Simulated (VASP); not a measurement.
# GaSb3 (Fm-3m) in VASP: phonons with PBEsol+D3(BJ)

Aim: the phonons of GaSb3 with PBEsol+D3(BJ).

Program: VASP 6.6.1. These are calculated values, not measurements. Logs are shortened: lines on timing, memory, paths and dates and some standing lists are left out, and cuts for length are marked.

### 1 The cell of the first run

Symmetry: Fm-3m, No. 225, cubic system. Conventional cell: a = 7.172 Å, b = 7.172 Å, c = 7.172 Å, α = 90.00°, β = 90.00°, γ = 90.00°. Within 4.1 Å of Ga (site symmetry m-3m) lie 14 Sb at 3.11 to 3.59 Å. Sb (site symmetry -43m) has 4 Ga at 3.11 Å and 10 Sb at 3.11 to 3.59 Å within 4.1 Å. Within 4.1 Å of Sb (site symmetry m-3m) lie 8 Sb at 3.11 Å and 6 Ga at 3.59 Å.

### 2 Phonons, PBEsol+D3(BJ)

Input file INCAR:

```
  PREC = Accurate
  ENCUT = 520
  EDIFF = 1E-8
  ISMEAR = 0
  SIGMA = 0.15
  LREAL = False
  LASPH = True
  NELM = 60
  ALGO = Normal
  ISIF = 2
  LWAVE = False
  LCHARG = False
  GGA = PS
  IVDW = 12
  NBANDS = 22
  IBRION = 6
  NFREE = 2
  POTIM = 0.015
  NSW = 1
```

Input file KPOINTS:

```
regular mesh
0
Gamma
  10 10 10
```

Input file POSCAR:

```
GaSb3
1.0
    0.0000000000      3.5857729617      3.5857729617
    3.5857729617      0.0000000000      3.5857729617
    3.5857729617      3.5857729617      0.0000000000
Ga Sb
1 3
Direct
    0.0000000000      0.0000000000      0.0000000000
    0.2500000000      0.2500000000      0.2500000000
    0.7500000000      0.7500000000      0.7500000000
    0.5000000000      0.5000000000      0.5000000000
```

Potentials or basis: VASP PAW PBE potentials, release 64 (Ga_d, Sb).

Launch:

```bash
cat potpaw_PBE.64/Ga_d/POTCAR potpaw_PBE.64/Sb/POTCAR > POTCAR
mpirun -np 1 vasp_std > vasp.out
```

OUTCAR:

```text
PREC = Accurate
   ENCUT = 520
   EDIFF = 1E-8
   ISMEAR = 0
   LREAL = False
   LASPH = True
   NELM = 60
   ISIF = 2
   GGA = PS
   IVDW = 12
   IBRION = 6
   NFREE = 2
   POTIM = 0.015
   NSW = 1
 IVDW          = 12

 ion  position               nearest neighbor table
   1  0.000  0.000  0.000-   3 3.11   3 3.11   3 3.11   2 3.11   3 3.11   2 3.11   2 3.11   2 3.11

   2  0.250  0.250  0.250-   1 3.11   1 3.11   1 3.11   1 3.11   4 3.11   4 3.11   4 3.11   4 3.11
                             3 3.59   3 3.59   3 3.59   3 3.59   3 3.59   3 3.59
   3  0.750  0.750  0.750-   4 3.11   4 3.11   4 3.11   1 3.11   4 3.11   1 3.11   1 3.11   1 3.11
                             2 3.59   2 3.59   2 3.59   2 3.59   2 3.59   2 3.59
   4  0.500  0.500  0.500-   2 3.11   2 3.11   2 3.11   2 3.11   3 3.11   3 3.11   3 3.11   3 3.11

  LATTYP: Found a face centered cubic cell.
 ALAT       =     7.1715459234

  Lattice vectors:

 A1 = (   0.0000000000,   3.5857729617,   3.5857729617)
 A2 = (   3.5857729617,   0.0000000000,   3.5857729617)
 A3 = (   3.5857729617,   3.5857729617,   0.0000000000)

Analysis of symmetry for initial positions (statically):
=====================================================================
 Subroutine PRICEL returns:
 Original cell was already a primitive cell.

 Routine SETGRP: Setting up the symmetry group for a
 face centered cubic supercell.

 Subroutine GETGRP returns: Found 48 space group operations
 (whereof 48 operations were pure point group operations)
 out of a pool of 48 trial point group operations.

The static configuration has the point symmetry O_h .

Analysis of symmetry for dynamics (positions and initial velocities):
=====================================================================
 Subroutine PRICEL returns:
 Original cell was already a primitive cell.

 Routine SETGRP: Setting up the symmetry group for a
 face centered cubic supercell.

 Subroutine GETGRP returns: Found 48 space group operations
 (whereof 48 operations were pure point group operations)
 out of a pool of 48 trial point group operations.

The dynamic configuration has the point symmetry O_h .

 Subroutine INISYM returns: Found 48 space group operations
 (whereof 48 operations are pure point group operations),
 and found     1 'primitive' translations

----------------------------------------------------------------------------------------

                                     Primitive cell

  volume of cell :      92.2101

  direct lattice vectors                    reciprocal lattice vectors
     0.000000000  3.585772962  3.585772962    -0.139439949  0.139439949  0.139439949
     3.585772962  0.000000000  3.585772962     0.139439949 -0.139439949  0.139439949
     3.585772962  3.585772962  0.000000000     0.139439949  0.139439949 -0.139439949

  length of vectors
     5.071048754  5.071048754  5.071048754     0.241517077  0.241517077  0.241517077

  position of ions in fractional coordinates (direct lattice)
     0.000000000  0.000000000  0.000000000
     0.250000000  0.250000000  0.250000000
     0.750000000  0.750000000  0.750000000
     0.500000000  0.500000000  0.500000000

  ion indices of the primitive-cell ions
   primitive index   ion index
                 1           1
                 2           2
                 3           3
                 4           4

----------------------------------------------------------------------------------------

 KPOINTS: regular mesh

Automatic generation of k-mesh.
 Grid dimensions read from file:
 generate k-points for:   10   10   10

 Generating k-lattice:

  Cartesian coordinates                     Fractional coordinates (reciprocal lattice)
[... 40 lines left out ...]
  0.400000  0.300000  0.000000     24.000000
 [... further k-points ...]
   k-points           NKPTS =     47   k-points in BZ     NKDIM =     47   number of bands    NBANDS=     22
   number of dos      NEDOS =    301   number of ions     NIONS =      4
   total plane-waves  NPLWV =  64000
   dimension x,y,z NGX =    40 NGY =   40 NGZ =   40
   dimension x,y,z NGXF=    80 NGYF=   80 NGZF=   80
   ions per type =               1   3
   NGX,Y,Z   is equivalent  to a cutoff of  13.11, 13.11, 13.11 a.u.
   NGXF,Y,Z  is equivalent  to a cutoff of  26.23, 26.23, 26.23 a.u.
 SYSTEM =  unknown system
   PREC   = accura    normal or accurate (medium, high low for compatibility)
   ISTART =      0    job   : 0-new  1-cont  2-samecut
   ICHARG =      2    charge: 1-file 2-atom 10-const
   ISPIN  =      1    spin polarized calculation?
   LNONCOLLINEAR =      F non collinear calculations
   LSORBIT =      F    spin-orbit coupling
   LASPH  =      T    aspherical Exc in radial PAW
   ENCUT  =  520.0 eV  38.22 Ry    6.18 a.u.   9.43  9.43  9.43*2*pi/ulx,y,z
   NELM   =     60;   NELMIN=  2; NELMDL= -5     # of ELM steps
   EDIFF  = 0.1E-07   stopping-criterion for ELM
   LREAL  =      F    real-space projection
   EDIFFG = 0.1E-06   stopping-criterion for IOM
   NSW    =     85    number of steps for IOM
   IBRION =      6    ionic relax: 0-MD 1-quasi-New 2-CG
   NFREE  =      2    steps in history (QN), initial steepest desc. (CG)
   ISIF   =      2    stress and relaxation
   ISYM   =      2    0-nonsym 1-usesym 2-fastsym
   POTIM  = 0.0150    time-step for ionic-motion
   TEBEG  =    0.0;   TEEND  =   0.0 temperature during run
   PSTRESS=    0.0 pullay stress
   NELECT =      28.0000    total number of electrons
   NUPDOWN=      -1.0000    fix difference up-down
   EMIN   =  10.00;   EMAX   =-10.00  energy-range for DOS
   EFERMI =   0.00;   METHOD = LEGACY
   ISMEAR =     0;   SIGMA  =   0.15  broadening in eV -4-tet -1-fermi 0-gaus
   EFERMI_NEDOS =   21; number of points for ismear=-14 and -15
   IALGO  =     38    algorithm
   IMIX   =      4    mixing-type and parameters
     AMIX     =   0.40;   BMIX     =  1.00
     AMIX_MAG =   1.60;   BMIX_MAG =  1.00
  volume/ion in A,a.u.               =      23.05       155.57
  Fermi-wavevector in a.u.,A,eV,Ry     =   1.100360  2.079379 16.473821  1.210792
  Thomas-Fermi vector in A             =   2.236770
   LORBIT       =      0    0 simple, 1 ext, 2 COOP (PROOUT), +10 PAW based schemes
   GGA     = PS    functional components
   LHFCALC =     F    Hartree Fock is set to
   AEXX    =    0.0000 exact exchange contribution
   IVDW    =    12    specifies the selected vdW correction
   LEPSILON=     F    determine dielectric tensor
   LRPA    =     F    only Hartree local field effects (RPA)
 finite differences with symmetry
 non-spin polarized calculation
 Gauss-broadening in eV      SIGMA  =   0.15
  energy-cutoff  :      520.00
  volume of cell :       92.21
 maximum number of plane-waves:      2511
 NGX is ok and might be reduce to    40
   NGX = 19   NGY = 19   NGZ = 19

--------------------------------------- Ionic step        1  -------------------------------------------

 number of electron      27.9999998 magnetization

 Free energy of the ion-electron system (eV)
  ---------------------------------------------------
  ext. energy  EPLUGINS =         0.00000000
  ---------------------------------------------------
  free energy    TOTEN  =       -16.35365936 eV

  energy without entropy =      -16.33572249  energy(sigma->0) =      -16.34469093

------------------------ aborting loop because EDIFF is reached ----------------------------------------

 Edisp (eV)   -1.97288

 E8    (eV) :    -1.3571
[... 243 lines left out ...]
--------------------------------------- Ionic step        7  -------------------------------------------

 number of electron      27.9999998 magnetization

 Free energy of the ion-electron system (eV)
  ---------------------------------------------------
  ext. energy  EPLUGINS =         0.00000000
  ---------------------------------------------------
  free energy    TOTEN  =       -16.35326273 eV

  energy without entropy =      -16.33534600  energy(sigma->0) =      -16.34430436

 E-fermi :   8.7307     XC(G=0): -10.8318

 val. band max:        8.6955509729   @ k =   0.3000   0.1000   0.4000
 cond. band min:       8.7318245704   @ k =   0.2000   0.1000   0.0000
 fundamental gap:      0.0362735976
 Fermi energy:         8.7306537818

 k-point     1 :       0.0000    0.0000    0.0000
  band No.  band energies     occupation
      1      -6.0010      2.00000
      2      -6.0010      2.00000
      3      -6.0010      2.00000
      4      -5.9811      2.00000
      5      -5.9811      2.00000
      6      -4.5884      2.00000
[... 589 lines left out ...]
     21      13.5891      0.00000
     22      13.6525      0.00000

 [... further k-points ...]

------------------------ aborting loop because EDIFF is reached ----------------------------------------

 Edisp (eV)   -1.97288

 E8    (eV) :    -1.3571
[... 27 lines left out ...]
  FREE ENERGIE OF THE ION-ELECTRON SYSTEM (eV)
  ---------------------------------------------------
  free  energy   TOTEN  =       -18.3261468495 eV

  energy  without entropy=      -18.3082301137  energy(sigma->0) =      -18.31718848

 INTERNAL STRAIN TENSORS FROM DISPLACED ATOMS
 ============================================

 INTERNAL STRAIN TENSOR FOR ION    1 for displacements in x,y,z  (eV/Angst):
          X           Y           Z          XY          YZ          ZX
  --------------------------------------------------------------------------------
  x     0.00000     0.00000     0.00000     0.00000     0.00000     0.00000
  y     0.00000     0.00000     0.00000     0.00000     0.00000     0.00000
  z     0.00000     0.00000     0.00000     0.00000     0.00000     0.00000

 INTERNAL STRAIN TENSOR FOR ION    4 for displacements in x,y,z  (eV/Angst):
          X           Y           Z          XY          YZ          ZX
  --------------------------------------------------------------------------------
  x     0.00000     0.00000     0.00000     0.00000     0.00000     0.00000
  y     0.00000     0.00000     0.00000     0.00000     0.00000     0.00000
  z     0.00000     0.00000     0.00000     0.00000     0.00000     0.00000

 Eigenvectors and eigenvalues of the dynamical matrix
 ----------------------------------------------------

   1 f  =    3.150405 THz    19.794576 2PiTHz  105.086188 cm-1    13.029021 meV
             X         Y         Z           dx          dy          dz
      0.000000  0.000000  0.000000     0.050049    0.023029   -0.011493
      1.792886  1.792886  1.792886    -0.374996   -0.172548    0.086111
      5.378659  5.378659  5.378659    -0.374996   -0.172548    0.086111
      3.585773  3.585773  3.585773     0.712115    0.327666   -0.163524
[... 71 lines left out ...]
  12 f/i=    0.004283 THz     0.026912 2PiTHz    0.142870 cm-1     0.017714 meV
             X         Y         Z           dx          dy          dz
      0.000000  0.000000  0.000000    -0.019577   -0.036134   -0.399599
      1.792886  1.792886  1.792886    -0.025768   -0.047562   -0.525981
      5.378659  5.378659  5.378659    -0.025768   -0.047562   -0.525981
      3.585773  3.585773  3.585773    -0.025763   -0.047552   -0.525874

 ELASTIC MODULI CONTR FROM IONIC RELAXATION (kBar)
 Direction    XX          YY          ZZ          XY          YZ          ZX
 --------------------------------------------------------------------------------
 XX          -0.0000      0.0000      0.0000      0.0000     -0.0000      0.0000
 YY           0.0000     -0.0000      0.0000      0.0000      0.0000     -0.0000
 ZZ           0.0000      0.0000     -0.0000     -0.0000      0.0000      0.0000
 XY           0.0000      0.0000     -0.0000    -55.2177      0.0000     -0.0000
 YZ          -0.0000      0.0000      0.0000      0.0000    -55.2177     -0.0000
 ZX           0.0000     -0.0000      0.0000     -0.0000     -0.0000    -55.2177
 --------------------------------------------------------------------------------
```

Run time: 24 min. Hardware: 1 thread of Intel Xeon 8259CL, shared host; peak memory 0.65 GiB.

Results:

* Highest phonon frequency at Γ, LO-TO splitting left out: 105 cm⁻¹
* Dispersion energy per atom: -0.493 eV

Phonon frequencies in cm⁻¹ (negative: imaginary):
| q point | frequencies |
| --- | --- |
| (0.000, 0.000, 0.000) | 0 0 0 95 95 95 97 97 97 105 105 105 |

Caveat: spin-orbit coupling is left out, which moves the levels of the heavy elements.
